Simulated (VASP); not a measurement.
A run of VASP 6.6.1:

INCAR

```
  PREC = Accurate
  ENCUT = 600
  EDIFF = 1E-6
  ISMEAR = -1
  SIGMA = 0.05
  LREAL = False
  LASPH = True
  NELM = 60
  ALGO = Normal
  ISIF = 3
  LWAVE = False
  LCHARG = False
  GGA = PS
  IBRION = 2
  NSW = 80
  EDIFFG = -0.005
```

The input KPOINTS:

```
regular mesh
0
Gamma
  8 8 8
```

File POSCAR:

```
ZnSe
1.0
    0.0000000000      2.8338000000      2.8338000000
    2.8338000000      0.0000000000      2.8338000000
    2.8338000000      2.8338000000      0.0000000000
Se Zn
1 1
Direct
    0.7500000000      0.7500000000      0.7500000000
    0.0000000000      0.0000000000      0.0000000000
```

Potentials or basis: VASP PAW PBE potentials, release 64 (Se, Zn).

Run with:

```bash
$ cat potpaw_PBE.64/Se/POTCAR potpaw_PBE.64/Zn/POTCAR > POTCAR
$ mpirun -np 1 vasp_std > vasp.out
```

Hardware: 1 thread of AMD EPYC 7R13, with other jobs on the host.

How long does it take, and how much memory?

Wall time 54 s on 1 thread of AMD EPYC 7R13, on a shared host, peak memory 0.17 GiB. Counts: scf iterations 25, k points 29, ion steps 3.
